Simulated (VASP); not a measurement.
# K (Im-3m) in VASP: notebook

Aim: see how the results for K move with the level of theory and the settings. Levels: PBEsol+D3(BJ), PBEsol. Tasks: single point, relaxation of cell and atoms.

All numbers are computed with VASP 6.6.1; they aren't measurements. Logs are shortened: lines on timing, memory, paths and dates and some standing lists are left out, and cuts for length are marked.

**1. The cell of the first run**

The structure is cubic, space group Im-3m (No. 229). Conventional cell: a = 5.395 Å, b = 5.395 Å, c = 5.395 Å, α = 90.00°, β = 90.00°, γ = 90.00°.

**2. Single point, PBEsol+D3(BJ)**

Contents of INCAR:

```
SYSTEM = K
PREC     = Accurate       ! precision mode
ENCUT    = 520            ! plane-wave cutoff, eV
EDIFF    = 1E-6           ! SCF threshold, eV
ISMEAR   = -1             ! smearing method
SIGMA    = 0.05           ! smearing width, eV
LREAL    = .FALSE.        ! projectors in reciprocal space
LASPH    = .TRUE.         ! aspherical terms in the spheres
NELM     = 60             ! most SCF steps
ALGO     = Normal         ! electronic algorithm
ISIF     = 2              ! what is computed and relaxed
LWAVE    = .FALSE.        ! write WAVECAR
LCHARG   = .FALSE.        ! write CHGCAR
GGA      = PS             ! functional
IVDW     = 12             ! dispersion correction
NBANDS   = 10             ! bands
```

Contents of KPOINTS:

```
Automatic mesh
0
G
  7 7 7
  0 0 0
```

Contents of POSCAR:

```
K
1.0
   -2.6975585167      2.6975585167      2.6975585167
    2.6975585167     -2.6975585167      2.6975585167
    2.6975585167      2.6975585167     -2.6975585167
K
1
Direct
    0.0000000000      0.0000000000      0.0000000000
```

Potentials or basis: VASP PAW PBE potentials, release 64 (K_sv).

Started as:

```bash
$ cat potpaw_PBE.64/K_sv/POTCAR > POTCAR
$ mpirun -np 1 vasp_std > vasp.out
```

OUTCAR:

```text
SYSTEM = K
   PREC = Accurate
   ENCUT = 520
   EDIFF = 1E-6
   ISMEAR = -1
   LREAL = .FALSE.
   LASPH = .TRUE.
   NELM = 60
   ISIF = 2
   GGA = PS
   IVDW = 12
 IVDW          = 12

 ion  position               nearest neighbor table
   1  0.000  0.000  0.000-

  LATTYP: Found a body centered cubic cell.
 ALAT       =     5.3951170334

  Lattice vectors:

 A1 = (  -2.6975585167,   2.6975585167,   2.6975585167)
 A2 = (   2.6975585167,  -2.6975585167,   2.6975585167)
 A3 = (   2.6975585167,   2.6975585167,  -2.6975585167)

Analysis of symmetry for initial positions (statically):
=====================================================================
 Subroutine PRICEL returns:
 Original cell was already a primitive cell.

 Routine SETGRP: Setting up the symmetry group for a
 body centered cubic supercell.

 Subroutine GETGRP returns: Found 48 space group operations
 (whereof 48 operations were pure point group operations)
 out of a pool of 48 trial point group operations.

The static configuration has the point symmetry O_h .

Analysis of symmetry for dynamics (positions and initial velocities):
=====================================================================
 Subroutine PRICEL returns:
 Original cell was already a primitive cell.

 Routine SETGRP: Setting up the symmetry group for a
 body centered cubic supercell.

 Subroutine GETGRP returns: Found 48 space group operations
 (whereof 48 operations were pure point group operations)
 out of a pool of 48 trial point group operations.

The dynamic configuration has the point symmetry O_h .

 Subroutine INISYM returns: Found 48 space group operations
 (whereof 48 operations are pure point group operations),
 and found     1 'primitive' translations

----------------------------------------------------------------------------------------

                                     Primitive cell

  volume of cell :      78.5186

  direct lattice vectors                    reciprocal lattice vectors
    -2.697558517  2.697558517  2.697558517     0.000000000  0.185352791  0.185352791
     2.697558517 -2.697558517  2.697558517     0.185352791  0.000000000  0.185352791
     2.697558517  2.697558517 -2.697558517     0.185352791  0.185352791  0.000000000

  length of vectors
     4.672308407  4.672308407  4.672308407     0.262128431  0.262128431  0.262128431

[... 73 lines left out ...]
   EDIFF  = 0.1E-05   stopping-criterion for ELM
   LREAL  =      F    real-space projection
   EDIFFG = 0.1E-04   stopping-criterion for IOM
   NSW    =      0    number of steps for IOM
   IBRION =     -1    ionic relax: 0-MD 1-quasi-New 2-CG
   NFREE  =      0    steps in history (QN), initial steepest desc. (CG)
   ISIF   =      2    stress and relaxation
   ISYM   =      2    0-nonsym 1-usesym 2-fastsym
   POTIM  = 0.5000    time-step for ionic-motion
   TEBEG  =    0.0;   TEEND  =   0.0 temperature during run
   PSTRESS=    0.0 pullay stress
   NELECT =       9.0000    total number of electrons
   NUPDOWN=      -1.0000    fix difference up-down
   EMIN   =  10.00;   EMAX   =-10.00  energy-range for DOS
   EFERMI =   0.00;   METHOD = LEGACY
   ISMEAR =    -1;   SIGMA  =   0.05  broadening in eV -4-tet -1-fermi 0-gaus
   EFERMI_NEDOS =   21; number of points for ismear=-14 and -15
   IALGO  =     38    algorithm
   IMIX   =      4    mixing-type and parameters
     AMIX     =   0.40;   BMIX     =  1.00
     AMIX_MAG =   1.60;   BMIX_MAG =  1.00
  volume/ion in A,a.u.               =      78.52       529.87
  Fermi-wavevector in a.u.,A,eV,Ry     =   0.795240  1.502785  8.604411  0.632406
  Thomas-Fermi vector in A             =   1.901529
   LORBIT       =      0    0 simple, 1 ext, 2 COOP (PROOUT), +10 PAW based schemes
   GGA     = PS    functional components
   LHFCALC =     F    Hartree Fock is set to
   AEXX    =    0.0000 exact exchange contribution
   IVDW    =    12    specifies the selected vdW correction
   LEPSILON=     F    determine dielectric tensor
   LRPA    =     F    only Hartree local field effects (RPA)
 non-spin polarized calculation
  energy-cutoff  :      520.00
  volume of cell :       78.52
 maximum number of plane-waves:      2128
   NGX = 17   NGY = 17   NGZ = 17

 number of electron       8.9999999 magnetization

 Free energy of the ion-electron system (eV)
  ---------------------------------------------------
  ext. energy  EPLUGINS =         0.00000000
  ---------------------------------------------------
  free energy    TOTEN  =        -1.13034117 eV

  energy without entropy =       -1.12317347  energy(sigma->0) =       -1.12675732

 E-fermi :  -0.3083     XC(G=0):  -5.5365

 val. band max:       -0.3744079094   @ k =  -0.2857   0.4286   0.1429
 cond. band min:      -0.1795011183   @ k =  -0.4286   0.4286   0.1429
 fundamental gap:      0.1949067911
 Fermi energy:        -0.3082717000

 k-point     1 :       0.0000    0.0000    0.0000
  band No.  band energies     occupation
      1     -32.3396      2.00000
      2     -15.8531      2.00000
      3     -15.8531      2.00000
      4     -15.8531      2.00000
      5      -2.3666      2.00000
      6       3.9298      0.00000
      7       3.9298      0.00000
      8       3.9298      0.00000
      9       4.8093      0.00000
     10       4.8093      0.00000
[... 235 lines left out ...]
 k-point    20 :      -0.4286    0.4286    0.4286
  band No.  band energies     occupation
      1     -32.3344      2.00000
      2     -15.8921      2.00000
      3     -15.8905      2.00000
      4     -15.8905      2.00000
      5       1.0653      0.00000
      6       1.4996      0.00000
      7       2.9894      0.00000
      8       2.9894      0.00000
      9       3.0197      0.00000
     10       5.3565      0.00000

------------------------ aborting loop because EDIFF is reached ----------------------------------------

 Edisp (eV)   -0.11627

 E8    (eV) :    -0.0871

  FORCE on cell =-STRESS in cart. coord.  units (eV):
  Direction    XX          YY          ZZ          XY          YZ          ZX
  --------------------------------------------------------------------------------------
  -------------------------------------------------------------------------------------
  Total      -0.26963    -0.26963    -0.26963     0.00000     0.00000    -0.00000
  in kB      -5.50174    -5.50174    -5.50174     0.00000     0.00000    -0.00000
  external pressure =       -5.50 kB  Pullay stress =        0.00 kB

 VOLUME and BASIS-vectors are now :
 -----------------------------------------------------------------------------
  energy-cutoff  :      520.00
  volume of cell :       78.52
      direct lattice vectors                 reciprocal lattice vectors
    -2.697558517  2.697558517  2.697558517     0.000000000  0.185352791  0.185352791
     2.697558517 -2.697558517  2.697558517     0.185352791  0.000000000  0.185352791
     2.697558517  2.697558517 -2.697558517     0.185352791  0.185352791  0.000000000

 POSITION                                       TOTAL-FORCE (eV/Angst)
 -----------------------------------------------------------------------------------
      0.00000      0.00000      0.00000         0.000000     -0.000000     -0.000000
 -----------------------------------------------------------------------------------
    total drift:                               -0.000000     -0.000000      0.000000

  FREE ENERGIE OF THE ION-ELECTRON SYSTEM (eV)
  ---------------------------------------------------
  free  energy   TOTEN  =        -1.2466088422 eV

  energy  without entropy=       -1.2394411395  energy(sigma->0) =       -1.24302499
```

It took 18 s on 1 thread of AMD EPYC 7R13 (Zen 3), shared host; peak memory 0.17 GiB.

Results:

| Quantity | Value |
| --- | --- |
| Free energy | -1.2466 eV |
| Pressure | -0.6 GPa |
| Dispersion energy per atom | -0.116 eV |

Levels at points of the mesh, in eV from the Fermi level:
| k point | band 1 | band 2 | band 3 | band 4 | band 5 | band 6 | band 7 | band 8 | band 9 | band 10 |
| --- | --- | --- | --- | --- | --- | --- | --- | --- | --- | --- |
| (0.00, 0.00, 0.00) | -32.03 | -15.54 | -15.54 | -15.54 | -2.06 | 4.24 | 4.24 | 4.24 | 5.12 | 5.12 |

Caveat: three body term missing; the PAW data sets were made with another functional, which shifts forces and pressure a little; pairwise dispersion overbinds metals, which lowers pressure and volume.

**3. Relaxation of cell and atoms, PBEsol**

Contents of INCAR:

```
SYSTEM = K
PREC     = Accurate       ! precision mode
ENCUT    = 600            ! plane-wave cutoff, eV
EDIFF    = 1E-6           ! SCF threshold, eV
ISMEAR   = -1             ! smearing method
SIGMA    = 0.05           ! smearing width, eV
LREAL    = .False.        ! projectors in reciprocal space
LASPH    = .True.         ! aspherical terms in the spheres
NELM     = 100            ! most SCF steps
ALGO     = Normal         ! electronic algorithm
ISIF     = 3              ! what is computed and relaxed
LWAVE    = .False.        ! write WAVECAR
LCHARG   = .False.        ! write CHGCAR
GGA      = PS             ! functional
IBRION   = 2              ! ionic algorithm
NSW      = 60             ! ionic steps
EDIFFG   = -0.01          ! ionic threshold
```

Contents of KPOINTS:

```
Automatic mesh
0
Gamma
  7 7 7
  0 0 0
```

POSCAR is that of step 2.

Potentials or basis: VASP PAW PBE potentials, release 64 (K_sv).

Started as:

```bash
$ cat potpaw_PBE.64/K_sv/POTCAR > POTCAR
$ mpirun -np 1 vasp_std > vasp.out
```

OUTCAR:

```text
SYSTEM = K
   PREC = Accurate
   ENCUT = 600
   EDIFF = 1E-6
   ISMEAR = -1
   LREAL = .False.
   LASPH = .True.
   NELM = 100
   ISIF = 3
   GGA = PS
   IBRION = 2
   NSW = 60
   EDIFFG = -0.01

 ion  position               nearest neighbor table
   1  0.000  0.000  0.000-

  LATTYP: Found a body centered cubic cell.
 ALAT       =     5.3951170334

  Lattice vectors:

 A1 = (  -2.6975585167,   2.6975585167,   2.6975585167)
 A2 = (   2.6975585167,  -2.6975585167,   2.6975585167)
 A3 = (   2.6975585167,   2.6975585167,  -2.6975585167)

Analysis of symmetry for initial positions (statically):
=====================================================================
 Subroutine PRICEL returns:
 Original cell was already a primitive cell.

 Routine SETGRP: Setting up the symmetry group for a
 body centered cubic supercell.

 Subroutine GETGRP returns: Found 48 space group operations
 (whereof 48 operations were pure point group operations)
 out of a pool of 48 trial point group operations.

The static configuration has the point symmetry O_h .

Analysis of symmetry for dynamics (positions and initial velocities):
=====================================================================
 Subroutine PRICEL returns:
 Original cell was already a primitive cell.

 Routine SETGRP: Setting up the symmetry group for a
 body centered cubic supercell.

 Subroutine GETGRP returns: Found 48 space group operations
 (whereof 48 operations were pure point group operations)
 out of a pool of 48 trial point group operations.

The dynamic configuration has the point symmetry O_h .

 Subroutine INISYM returns: Found 48 space group operations
 (whereof 48 operations are pure point group operations),
 and found     1 'primitive' translations

[... 92 lines left out ...]
   NFREE  =      1    steps in history (QN), initial steepest desc. (CG)
   ISIF   =      3    stress and relaxation
   ISYM   =      2    0-nonsym 1-usesym 2-fastsym
   POTIM  = 0.5000    time-step for ionic-motion
   TEBEG  =    0.0;   TEEND  =   0.0 temperature during run
   PSTRESS=    0.0 pullay stress
   NELECT =       9.0000    total number of electrons
   NUPDOWN=      -1.0000    fix difference up-down
   EMIN   =  10.00;   EMAX   =-10.00  energy-range for DOS
   EFERMI =   0.00;   METHOD = LEGACY
   ISMEAR =    -1;   SIGMA  =   0.05  broadening in eV -4-tet -1-fermi 0-gaus
   EFERMI_NEDOS =   21; number of points for ismear=-14 and -15
   IALGO  =     38    algorithm
   IMIX   =      4    mixing-type and parameters
     AMIX     =   0.40;   BMIX     =  1.00
     AMIX_MAG =   1.60;   BMIX_MAG =  1.00
  volume/ion in A,a.u.               =      78.52       529.87
  Fermi-wavevector in a.u.,A,eV,Ry     =   0.795240  1.502785  8.604411  0.632406
  Thomas-Fermi vector in A             =   1.901529
   LORBIT       =      0    0 simple, 1 ext, 2 COOP (PROOUT), +10 PAW based schemes
   GGA     = PS    functional components
   LHFCALC =     F    Hartree Fock is set to
   AEXX    =    0.0000 exact exchange contribution
   IVDW    =     0    specifies the selected vdW correction
   LEPSILON=     F    determine dielectric tensor
   LRPA    =     F    only Hartree local field effects (RPA)
 conjugate gradient relaxation of ions
 non-spin polarized calculation
  energy-cutoff  :      600.00
  volume of cell :       78.52
 maximum number of plane-waves:      2659
 NGX is ok and might be reduce to    40
   NGX = 19   NGY = 19   NGZ = 19

--------------------------------------- Ionic step        1  -------------------------------------------

 number of electron       9.0000001 magnetization

 Free energy of the ion-electron system (eV)
  ---------------------------------------------------
  ext. energy  EPLUGINS =         0.00000000
  ---------------------------------------------------
  free energy    TOTEN  =        -1.13035145 eV

  energy without entropy =       -1.12318362  energy(sigma->0) =       -1.12676753

------------------------ aborting loop because EDIFF is reached ----------------------------------------

  FORCE on cell =-STRESS in cart. coord.  units (eV):
  Direction    XX          YY          ZZ          XY          YZ          ZX
  --------------------------------------------------------------------------------------
  -------------------------------------------------------------------------------------
  Total       -0.1538673     -0.1538673     -0.1538673      0.0000000      0.0000000     -0.0000000
  in kB       -3.1396721     -3.1396721     -3.1396721      0.0000000      0.0000000     -0.0000000
  external PRESSURE =      -3.1396721 kB  Pullay stress =       0.0000000 kB
[... 127 lines left out ...]
--------------------------------------- Ionic step        5  -------------------------------------------

 number of electron       9.0000000 magnetization

 Free energy of the ion-electron system (eV)
  ---------------------------------------------------
  ext. energy  EPLUGINS =         0.00000000
  ---------------------------------------------------
  free energy    TOTEN  =        -1.13855872 eV

  energy without entropy =       -1.13169421  energy(sigma->0) =       -1.13512647

 E-fermi :  -0.1019     XC(G=0):  -5.7860

 val. band max:       -0.1690981020   @ k =  -0.2857   0.4286   0.1429
 cond. band min:       0.0342767561   @ k =  -0.4286   0.4286   0.1429
 fundamental gap:      0.2033748581
 Fermi energy:        -0.1019445515

 k-point     1 :       0.0000    0.0000    0.0000
  band No.  band energies     occupation
      1     -32.0604      2.00000
      2     -15.5679      2.00000
      3     -15.5679      2.00000
      4     -15.5679      2.00000
      5      -2.2996      2.00000
      6       4.2405      0.00000
      7       4.2405      0.00000
      8       4.2405      0.00000
[... 235 lines left out ...]
  FREE ENERGIE OF THE ION-ELECTRON SYSTEM (eV)
  ---------------------------------------------------
  free  energy   TOTEN  =        -1.1385587245 eV

  energy  without entropy=       -1.1316942149  energy(sigma->0) =       -1.13512647

 reached required accuracy - stopping structural energy minimisation
```

CONTCAR:

```text
K
   1.00000000000000
    -2.6082263397302681    2.6082263397302681    2.6082263397302681
     2.6082263397302681   -2.6082263397302681    2.6082263397302681
     2.6082263397302681    2.6082263397302681   -2.6082263397302681
  K
     1
Direct
     0.0000000000000000    0.0000000000000000    0.0000000000000000

  0.00000000E+00  0.00000000E+00  0.00000000E+00
```

Run time: 60 s. Hardware: 1 thread of AMD EPYC 7R13 (Zen 3), shared host; peak memory 0.21 GiB.

What came out:

| Item | Value |
| --- | --- |
| Free energy | -1.1386 eV |
| Relaxed volume | 70.97 Å³/atom |
| Relaxed cell | a = 4.518 Å, b = 4.518 Å, c = 4.518 Å, α = 109.47°, β = 109.47°, γ = 109.47° |
| Space group after relaxing (to 0.05 Å) | Im-3m (No. 229) |
| Energy gained by relaxing | 8.2 meV/atom |
| Ionic steps | 5 |
| Pressure after relaxing | 0.0 GPa |

The path:
| step | energy change (eV) | largest force (eV/Å) | pressure (GPa) | volume (Å³) |
| --- | --- | --- | --- | --- |
| 1 | 0.0000 | 0.0000 | -0.31 | 78.52 |
| 2 | -0.0031 | 0.0000 | -0.25 | 76.78 |
| 3 | -0.0068 | 0.0000 | -0.14 | 73.85 |
| 4 | -0.0070 | 0.0000 | 0.15 | 68.20 |
| 5 | -0.0082 | 0.0000 | -0.01 | 70.97 |

Final structure:
```cif
data_structure
_symmetry_space_group_name_H-M 'P 1'
_symmetry_Int_Tables_number 1
_cell_length_a 4.5176
_cell_length_b 4.5176
_cell_length_c 4.5176
_cell_angle_alpha 109.471
_cell_angle_beta 109.471
_cell_angle_gamma 109.471
_cell_volume 70.97
loop_
_atom_site_label
_atom_site_type_symbol
_atom_site_fract_x
_atom_site_fract_y
_atom_site_fract_z
_atom_site_occupancy
K1 K 0.00000 0.00000 0.00000 1
```

Levels at points of the mesh, in eV from the Fermi level:
```tsv
k point	band 3	band 4	band 5	band 6	band 7	band 8
(0.00, 0.00, 0.00)	-15.47	-15.47	-2.20	4.34	4.34	4.34
```

Caveat: the PAW data sets were made with another functional, which shifts forces and pressure a little.

**4. Relaxation of cell and atoms, PBEsol+D3(BJ)**

Contents of INCAR:

```
SYSTEM = K
PREC = Accurate
ENCUT = 600
EDIFF = 1E-7
ISMEAR = -1
SIGMA = 0.05
LREAL = .FALSE.
LASPH = .TRUE.
NELM = 60
ALGO = Normal
ISIF = 3
LWAVE = .FALSE.
LCHARG = .FALSE.
GGA = PS
IVDW = 12
IBRION = 2
NSW = 60
EDIFFG = -0.01
```

Contents of KPOINTS:

```
Automatic mesh
0
G
  7 7 7
  0 0 0
```

POSCAR is that of step 3.

Started as:

```bash
$ cat potpaw_PBE.64/K_sv/POTCAR > POTCAR
$ mpirun -np 1 vasp_std > vasp.out
```

Run time: 51 s. Hardware: 1 thread of AMD EPYC 7R13 (Zen 3), shared host; peak memory 0.22 GiB.

Results (log left out):

| Property | Result |
| --- | --- |
| Free energy | -1.2718 eV |
| Relaxed volume | 65.18 Å³/atom |
| Relaxed cell | a = 4.391 Å, b = 4.391 Å, c = 4.391 Å, α = 109.47°, β = 109.47°, γ = 109.47° |
| Space group after relaxing (to 0.05 Å) | Im-3m (No. 229) |
| Energy gained by relaxing | 25.2 meV/atom |
| Ionic steps | 4 |
| Pressure after relaxing | 0.0 GPa |
| Dispersion energy per atom | -0.139 eV |

Step by step:
```tsv
step	energy change (eV)	largest force (eV/Å)	pressure (GPa)	volume (Å³)
1	0.0000	0.0000	-0.54	78.52
2	-0.0093	0.0000	-0.46	75.54
3	-0.0240	0.0000	-0.14	68.00
4	-0.0252	0.0000	0.02	65.18
```

Final structure:
```cif
data_structure
_symmetry_space_group_name_H-M 'P 1'
_symmetry_Int_Tables_number 1
_cell_length_a 4.3912
_cell_length_b 4.3912
_cell_length_c 4.3912
_cell_angle_alpha 109.471
_cell_angle_beta 109.471
_cell_angle_gamma 109.471
_cell_volume 65.18
loop_
_atom_site_label
_atom_site_type_symbol
_atom_site_fract_x
_atom_site_fract_y
_atom_site_fract_z
_atom_site_occupancy
K1 K 0.00000 0.00000 0.00000 1
```

Levels at points of the mesh, in eV from the Fermi level:
```tsv
k point	band 1	band 2	band 3	band 4	band 5	band 6	band 7	band 8
(0.00, 0.00, 0.00)	-31.91	-15.41	-15.41	-15.41	-2.32	4.42	4.42	4.42
```

Caveat: the volume moved by over 15 % at a fixed basis, so the end points are rough; the PAW data sets were made with another functional, which shifts forces and pressure a little; pairwise dispersion overbinds metals, which lowers pressure and volume.

**5. The runs side by side**

| task | level | cell | cutoff (eV) | gap on the mesh (eV) | pressure (GPa) | relaxed volume (Å³/atom) |
| --- | --- | --- | --- | --- | --- | --- |
| single point | PBEsol+D3(BJ) | as given | 520 | none | -0.6 | - |
| relaxation of cell and atoms | PBEsol | relaxed | 600 | none | 0.0 | 70.97 |
| relaxation of cell and atoms | PBEsol+D3(BJ) | relaxed | 600 | none | 0.0 | 65.18 |

Alike in all rows: potentials or basis VASP PAW PBE potentials, release 64 (K_sv); no spin polarisation; k mesh 7 × 7 × 7; smearing fermi-dirac 0.05 eV.

Caveats: the PAW data sets were made with another functional, which shifts forces and pressure a little; pairwise dispersion overbinds metals, which lowers pressure and volume (some runs); three body term missing (some runs); the volume moved by over 15 % at a fixed basis, so the end points are rough (some runs).

Total energies depend on the potentials used, so only differences within one code and one set of settings carry meaning.
